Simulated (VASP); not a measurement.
# CsI (Pm-3m) in VASP: notebook

The runs below take CsI through single point, relaxation of cell and atoms, with PBE+D3(BJ).

Everything below comes from runs of VASP 6.6.1. Logs are shortened: lines on timing, memory, paths and dates and some standing lists are left out, and cuts for length are marked.

## (1) The cell of the first run

The structure is cubic, space group Pm-3m (No. 221). The conventional cell has a = 4.560 Å, b = 4.560 Å, c = 4.560 Å, α = 90.00°, β = 90.00°, γ = 90.00°. Cs (site symmetry m-3m) has 8 I at 3.95 Å and 6 Cs at 4.56 Å within 5.2 Å. Within 5.2 Å of I (site symmetry m-3m) lie 8 Cs at 3.95 Å and 6 I at 4.56 Å.

## (2) Single point, PBE+D3(BJ)

The input, INCAR:

```
SYSTEM = CsI
PREC     = Accurate       ! precision mode
ENCUT    = 500            ! plane-wave cutoff, eV
EDIFF    = 1E-6           ! SCF threshold, eV
ISMEAR   = 0              ! smearing method
SIGMA    = 0.02           ! smearing width, eV
LREAL    = .FALSE.        ! projectors in reciprocal space
LASPH    = .TRUE.         ! aspherical terms in the spheres
NELM     = 120            ! most SCF steps
ALGO     = Normal         ! electronic algorithm
ISIF     = 2              ! what is computed and relaxed
LWAVE    = .FALSE.        ! write WAVECAR
LCHARG   = .FALSE.        ! write CHGCAR
GGA      = PE             ! functional
IVDW     = 12             ! dispersion correction
NBANDS   = 15             ! bands
GGA_COMPAT= .FALSE.
```

The input, KPOINTS:

```
regular mesh
0
G
  6 6 6
  0 0 0
```

The input, POSCAR:

```
CsI
1.0
    4.5603021625      0.0000000000      0.0000000000
    0.0000000000      4.5603021625      0.0000000000
    0.0000000000      0.0000000000      4.5603021625
Cs I
1 1
Direct
    0.0000000000      0.0000000000      0.0000000000
    0.5000000000      0.5000000000      0.5000000000
```

Potentials or basis: VASP PAW PBE potentials, release 64 (Cs_sv, I).

Started as:

```console
$ cat potpaw_PBE.64/Cs_sv/POTCAR potpaw_PBE.64/I/POTCAR > POTCAR
$ mpirun -np 1 vasp_std > vasp.out
```

OUTCAR:

```text
SYSTEM = CsI
   PREC = Accurate
   ENCUT = 500
   EDIFF = 1E-6
   ISMEAR = 0
   LREAL = .FALSE.
   LASPH = .TRUE.
   NELM = 120
   ISIF = 2
   GGA = PE
   IVDW = 12
 IVDW          = 12

 ion  position               nearest neighbor table
   1  0.000  0.000  0.000-
   2  0.500  0.500  0.500-

  LATTYP: Found a simple cubic cell.
 ALAT       =     4.5603021625

  Lattice vectors:

 A1 = (   4.5603021625,   0.0000000000,   0.0000000000)
 A2 = (   0.0000000000,   4.5603021625,   0.0000000000)
 A3 = (   0.0000000000,   0.0000000000,   4.5603021625)

Analysis of symmetry for initial positions (statically):
=====================================================================
 Subroutine PRICEL returns:
 Original cell was already a primitive cell.

 Routine SETGRP: Setting up the symmetry group for a
 simple cubic supercell.

 Subroutine GETGRP returns: Found 48 space group operations
 (whereof 48 operations were pure point group operations)
 out of a pool of 48 trial point group operations.

The static configuration has the point symmetry O_h .

Analysis of symmetry for dynamics (positions and initial velocities):
=====================================================================
 Subroutine PRICEL returns:
 Original cell was already a primitive cell.

 Routine SETGRP: Setting up the symmetry group for a
 simple cubic supercell.

 Subroutine GETGRP returns: Found 48 space group operations
 (whereof 48 operations were pure point group operations)
 out of a pool of 48 trial point group operations.

The dynamic configuration has the point symmetry O_h .

 Subroutine INISYM returns: Found 48 space group operations
 (whereof 48 operations are pure point group operations),
 and found     1 'primitive' translations

----------------------------------------------------------------------------------------

                                     Primitive cell

  volume of cell :      94.8377

  direct lattice vectors                    reciprocal lattice vectors
     4.560302163  0.000000000  0.000000000     0.219283715  0.000000000  0.000000000
     0.000000000  4.560302163  0.000000000     0.000000000  0.219283715  0.000000000
     0.000000000  0.000000000  4.560302163     0.000000000  0.000000000  0.219283715

  length of vectors
     4.560302163  4.560302163  4.560302163     0.219283715  0.219283715  0.219283715

  position of ions in fractional coordinates (direct lattice)
     0.000000000  0.000000000  0.000000000
     0.500000000  0.500000000  0.500000000

  ion indices of the primitive-cell ions
   primitive index   ion index
                 1           1
                 2           2

----------------------------------------------------------------------------------------

 KPOINTS: regular mesh

Automatic generation of k-mesh.
 Grid dimensions read from file:
 generate k-points for:    6    6    6

 Generating k-lattice:

  Cartesian coordinates                     Fractional coordinates (reciprocal lattice)
     0.036547286  0.000000000  0.000000000     0.166666667  0.000000000  0.000000000
     0.000000000  0.036547286  0.000000000     0.000000000  0.166666667  0.000000000
     0.000000000  0.000000000  0.036547286     0.000000000  0.000000000  0.166666667

  Length of vectors
     0.036547286  0.036547286  0.036547286

  Shift w.r.t. Gamma in fractional coordinates (k-lattice)
     0.000000000  0.000000000  0.000000000

 Subroutine IBZKPT returns following result:
 ===========================================

 Found     20 irreducible k-points:

 Following reciprocal coordinates:
            Coordinates               Weight
  0.000000  0.000000  0.000000      1.000000
  0.166667  0.000000  0.000000      6.000000
  0.333333  0.000000  0.000000      6.000000
  0.500000  0.000000  0.000000      3.000000
  0.166667  0.166667  0.000000     12.000000
  0.333333  0.166667  0.000000     24.000000
[... 12 lines left out ...]
  0.500000  0.500000  0.333333      6.000000
  0.500000  0.500000  0.500000      1.000000
   k-points           NKPTS =     20   k-points in BZ     NKDIM =     20   number of bands    NBANDS=     15
   number of dos      NEDOS =    301   number of ions     NIONS =      2
   total plane-waves  NPLWV =  46656
   dimension x,y,z NGX =    36 NGY =   36 NGZ =   36
   dimension x,y,z NGXF=    72 NGYF=   72 NGZF=   72
   ions per type =               1   1
   NGX,Y,Z   is equivalent  to a cutoff of  13.12, 13.12, 13.12 a.u.
   NGXF,Y,Z  is equivalent  to a cutoff of  26.25, 26.25, 26.25 a.u.
 SYSTEM =  CsI
   PREC   = accura    normal or accurate (medium, high low for compatibility)
   ISTART =      0    job   : 0-new  1-cont  2-samecut
   ICHARG =      2    charge: 1-file 2-atom 10-const
   ISPIN  =      1    spin polarized calculation?
   LNONCOLLINEAR =      F non collinear calculations
   LSORBIT =      F    spin-orbit coupling
   LASPH  =      T    aspherical Exc in radial PAW
   ENCUT  =  500.0 eV  36.75 Ry    6.06 a.u.   8.31  8.31  8.31*2*pi/ulx,y,z
   NELM   =    120;   NELMIN=  2; NELMDL= -5     # of ELM steps
   EDIFF  = 0.1E-05   stopping-criterion for ELM
   LREAL  =      F    real-space projection
   EDIFFG = 0.1E-04   stopping-criterion for IOM
   NSW    =      0    number of steps for IOM
   IBRION =     -1    ionic relax: 0-MD 1-quasi-New 2-CG
   NFREE  =      0    steps in history (QN), initial steepest desc. (CG)
   ISIF   =      2    stress and relaxation
   ISYM   =      2    0-nonsym 1-usesym 2-fastsym
   POTIM  = 0.5000    time-step for ionic-motion
   TEBEG  =    0.0;   TEEND  =   0.0 temperature during run
   PSTRESS=    0.0 pullay stress
   NELECT =      16.0000    total number of electrons
   NUPDOWN=      -1.0000    fix difference up-down
   EMIN   =  10.00;   EMAX   =-10.00  energy-range for DOS
   EFERMI =   0.00;   METHOD = LEGACY
   ISMEAR =     0;   SIGMA  =   0.02  broadening in eV -4-tet -1-fermi 0-gaus
   EFERMI_NEDOS =   21; number of points for ismear=-14 and -15
   IALGO  =     38    algorithm
   IMIX   =      4    mixing-type and parameters
     AMIX     =   0.40;   BMIX     =  1.00
     AMIX_MAG =   1.60;   BMIX_MAG =  1.00
  volume/ion in A,a.u.               =      47.42       320.00
  Fermi-wavevector in a.u.,A,eV,Ry     =   0.904596  1.709438 11.133558  0.818293
  Thomas-Fermi vector in A             =   2.028062
   LORBIT       =      0    0 simple, 1 ext, 2 COOP (PROOUT), +10 PAW based schemes
   GGA     = PE    functional components
   LHFCALC =     F    Hartree Fock is set to
   AEXX    =    0.0000 exact exchange contribution
   IVDW    =    12    specifies the selected vdW correction
   LEPSILON=     F    determine dielectric tensor
   LRPA    =     F    only Hartree local field effects (RPA)
 non-spin polarized calculation
 Gauss-broadening in eV      SIGMA  =   0.02
  energy-cutoff  :      500.00
  volume of cell :       94.84
 maximum number of plane-waves:      2469
 NGX is ok and might be reduce to    36
   NGX = 17   NGY = 17   NGZ = 17

 number of electron      16.0000003 magnetization

 Free energy of the ion-electron system (eV)
  ---------------------------------------------------
  ext. energy  EPLUGINS =         0.00000000
  ---------------------------------------------------
  free energy    TOTEN  =        -5.42520377 eV

  energy without entropy =       -5.42520377  energy(sigma->0) =       -5.42520377

 E-fermi :   0.9666     XC(G=0):  -7.7865

 val. band max:        0.8383790378   @ k =   0.5000   0.5000   0.0000
 cond. band min:       4.7281419583   @ k =   0.0000   0.0000   0.0000
 fundamental gap:      3.8897629205
 Fermi energy:         0.9666493176

 k-point     1 :       0.0000    0.0000    0.0000
  band No.  band energies     occupation
      1     -19.5470      2.00000
      2      -9.8258      2.00000
      3      -6.2470      2.00000
      4      -6.2470      2.00000
      5      -6.2470      2.00000
      6       0.7503      2.00000
      7       0.7503      2.00000
      8       0.7503      2.00000
      9       4.7281      0.00000
     10       5.0126      0.00000
     11       5.0126      0.00000
     12       8.6084      0.00000
     13       8.6084      0.00000
     14       8.6084      0.00000
     15      11.0427      0.00000

 k-point     2 :       0.1667    0.0000    0.0000
  band No.  band energies     occupation
      1     -19.5407      2.00000
      2      -9.8283      2.00000
      3      -6.2870      2.00000
      4      -6.2310      2.00000
      5      -6.2310      2.00000
      6       0.2760      2.00000
      7       0.7120      2.00000
      8       0.7120      2.00000
      9       5.1796      0.00000
     10       5.2976      0.00000
     11       5.6366      0.00000
     12       8.5302      0.00000
     13       8.5302      0.00000
     14       8.7340      0.00000
     15       9.8552      0.00000

 k-point     3 :       0.3333    0.0000    0.0000
  band No.  band energies     occupation
      1     -19.5281      2.00000
      2      -9.8359      2.00000
      3      -6.3544      2.00000
      4      -6.1987      2.00000
      5      -6.1987      2.00000
      6      -0.4379      2.00000
      7       0.6330      2.00000
      8       0.6330      2.00000
      9       5.6391      0.00000
     10       6.4732      0.00000
     11       6.9474      0.00000
     12       8.3971      0.00000
     13       8.5662      0.00000
     14       8.5662      0.00000
     15       9.0466      0.00000
[... 271 lines left out ...]
 k-point    19 :       0.5000    0.5000    0.3333
  band No.  band energies     occupation
      1     -19.4832      2.00000
      2      -9.5754      2.00000
      3      -6.5307      2.00000
      4      -6.5307      2.00000
      5      -6.4157      2.00000
      6      -0.3699      2.00000
      7      -0.3699      2.00000
      8      -0.2139      2.00000
      9       6.9386      0.00000
     10       7.5296      0.00000
     11       7.5296      0.00000
     12       7.9590      0.00000
     13       9.4141      0.00000
     14       9.4141      0.00000
     15      10.6081      0.00000

 k-point    20 :       0.5000    0.5000    0.5000
  band No.  band energies     occupation
      1     -19.4778      2.00000
      2      -9.5481      2.00000
      3      -6.5011      2.00000
      4      -6.5011      2.00000
      5      -6.5011      2.00000
      6      -0.4808      2.00000
      7      -0.4808      2.00000
      8      -0.4808      2.00000
      9       8.0266      0.00000
     10       8.0266      0.00000
     11       8.0266      0.00000
     12       8.7180      0.00000
     13       8.7180      0.00000
     14       8.7180      0.00000
     15      10.6524      0.00000

------------------------ aborting loop because EDIFF is reached ----------------------------------------

 Edisp (eV)   -0.48218

 E8    (eV) :    -0.2510

  FORCE on cell =-STRESS in cart. coord.  units (eV):
  Direction    XX          YY          ZZ          XY          YZ          ZX
  --------------------------------------------------------------------------------------
  -------------------------------------------------------------------------------------
  Total       0.02878     0.02878     0.02878     0.00000     0.00000    -0.00000
  in kB       0.48623     0.48623     0.48623     0.00000     0.00000    -0.00000
  external pressure =        0.49 kB  Pullay stress =        0.00 kB

 VOLUME and BASIS-vectors are now :
 -----------------------------------------------------------------------------
  energy-cutoff  :      500.00
  volume of cell :       94.84
      direct lattice vectors                 reciprocal lattice vectors
     4.560302163  0.000000000  0.000000000     0.219283715  0.000000000  0.000000000
     0.000000000  4.560302163  0.000000000     0.000000000  0.219283715  0.000000000
     0.000000000  0.000000000  4.560302163     0.000000000  0.000000000  0.219283715

 POSITION                                       TOTAL-FORCE (eV/Angst)
 -----------------------------------------------------------------------------------
      0.00000      0.00000      0.00000         0.000000      0.000000      0.000000
      2.28015      2.28015      2.28015         0.000000      0.000000      0.000000
 -----------------------------------------------------------------------------------
    total drift:                               -0.000000      0.000000      0.000000

  FREE ENERGIE OF THE ION-ELECTRON SYSTEM (eV)
  ---------------------------------------------------
  free  energy   TOTEN  =        -5.9073885715 eV

  energy  without entropy=       -5.9073885715  energy(sigma->0) =       -5.90738857
```

Run time: 31 s. Hardware: 1 thread of Intel Xeon 8259CL, shared host; peak memory 0.22 GiB.

What came out:

```yaml
Free_energy: -5.9074 eV
Pressure: 0.0 GPa
Band_gap_on_the_k_mesh: 3.89 eV (least direct gap 3.98 eV)
Dispersion_energy_per_atom: -0.241 eV
```

Caveat: spin-orbit coupling is left out, which moves the levels of the heavy elements. A k mesh can miss the band edges.

## (3) Relaxation of cell and atoms, PBE+D3(BJ)

This run uses another cell than the first one, of 50.79 Å³/atom.

The input, INCAR:

```
SYSTEM = CsI
PREC = Accurate ; ENCUT = 500
EDIFF = 1E-7 ; ISMEAR = 0
SIGMA = 0.02 ; LREAL = .False.
LASPH = .True. ; NELM = 120
ALGO = Normal ; ISIF = 3
LWAVE = .False. ; LCHARG = .False.
GGA = PE ; IVDW = 12
IBRION = 2 ; NSW = 70
EDIFFG = -0.005 ; GGA_COMPAT = .False.
NELMIN = 4
```

The input, KPOINTS:

```
regular mesh
0
Gamma
  6 6 6
  0 0 0
```

The input, POSCAR:

```
CsI
1.0
    4.6660155511      0.0000000000      0.0000000000
    0.0000000000      4.6660155511      0.0000000000
    0.0000000000      0.0000000000      4.6660155511
Cs I
1 1
Direct
    0.0000000000      0.0000000000      0.0000000000
    0.5000000000      0.5000000000      0.5000000000
```

Potentials or basis: VASP PAW PBE potentials, release 64 (Cs_sv, I).

Started as:

```console
$ cat potpaw_PBE.64/Cs_sv/POTCAR potpaw_PBE.64/I/POTCAR > POTCAR
$ mpirun -np 1 vasp_std > vasp.out
```

Run time: 80 s. Hardware: 1 thread of Intel Xeon 8259CL, shared host; peak memory 0.23 GiB.

Results (log left out):

* Free energy: -5.9078 eV
* Relaxed volume: 47.58 Å³/atom
* Relaxed cell: a = 4.565 Å, b = 4.565 Å, c = 4.565 Å, α = 90.00°, β = 90.00°, γ = 90.00°
* Space group after relaxing (to 0.1 Å): Pm-3m (No. 221)
* Energy gained by relaxing: 7.2 meV/atom
* Ionic steps: 4
* Pressure after relaxing: 0.0 GPa
* Band gap on the k mesh: 3.88 eV (least direct gap 3.97 eV)
* Dispersion energy per atom: -0.240 eV

Step by step:
| step | energy change (eV) | largest force (eV/Å) | pressure (GPa) | volume (Å³) |
| --- | --- | --- | --- | --- |
| 1 | 0.0000 | 0.0000 | -0.67 | 101.59 |
| 2 | -0.0104 | 0.0000 | -0.38 | 98.47 |
| 3 | -0.0144 | 0.0000 | -0.06 | 95.63 |
| 4 | -0.0145 | 0.0000 | 0.00 | 95.15 |

Final structure:
```
Cs I
1.0
     4.56538    0.00000    0.00000
     0.00000    4.56538    0.00000
     0.00000    0.00000    4.56538
Cs I
1 1
Cartesian
  0.0000 0.0000 0.0000
  2.2827 2.2827 2.2827
```

Levels at points of the mesh, in eV from the valence-band top:
| k point | band 5 | band 6 | band 7 | band 8 | band 9 | band 10 | band 11 | band 12 |
| --- | --- | --- | --- | --- | --- | --- | --- | --- |
| (0.00, 0.00, 0.00) | -7.09 | -0.09 | -0.09 | -0.09 | 3.88 | 4.18 | 4.18 | 7.76 |
| (0.50, 0.00, 0.00) | -7.03 | -1.56 | -0.24 | -0.24 | 5.20 | 6.49 | 6.73 | 6.82 |
| (0.50, 0.50, 0.00) | -6.99 | -0.86 | -0.86 | 0.00 | 4.24 | 4.92 | 6.10 | 6.10 |
| (0.50, 0.50, 0.50) | -7.34 | -1.31 | -1.31 | -1.31 | 7.18 | 7.18 | 7.18 | 7.86 |

Caveat: spin-orbit coupling is left out, which moves the levels of the heavy elements.
